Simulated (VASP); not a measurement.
A run of VASP 6.6.1 is set up as follows.

The input INCAR:

```
PREC = Accurate
ENCUT = 520
EDIFF = 1E-6
ISMEAR = -1
SIGMA = 0.02
LREAL = F
LASPH = T
NELM = 100
ALGO = Normal
ISIF = 2
LWAVE = F
LCHARG = F
NBANDS = 15
```

The input KPOINTS:

```
regular mesh
0
Gamma
  8 8 8
```

The input POSCAR:

```
SrO
1.0
    0.0000000000      2.5262356518      2.5262356518
    2.5262356518      0.0000000000      2.5262356518
    2.5262356518      2.5262356518      0.0000000000
Sr O
1 1
Direct
    0.0000000000      0.0000000000      0.0000000000
    0.5000000000      0.5000000000      0.5000000000
```

Potentials or basis: VASP PAW LDA potentials, release 64 (Sr_sv, O).

Command:

```sh
$ cat potpaw_LDA.64/Sr_sv/POTCAR potpaw_LDA.64/O/POTCAR > POTCAR
$ mpirun -np 1 vasp_std > vasp.out
```

Question: What does it give for the band gap on the k mesh?

Answer: 3.05 eV, indirect (least direct gap 3.10 eV).

Question: What does it give for the pressure?

Answer: 1.6 GPa.

 A k mesh can miss the band edges.
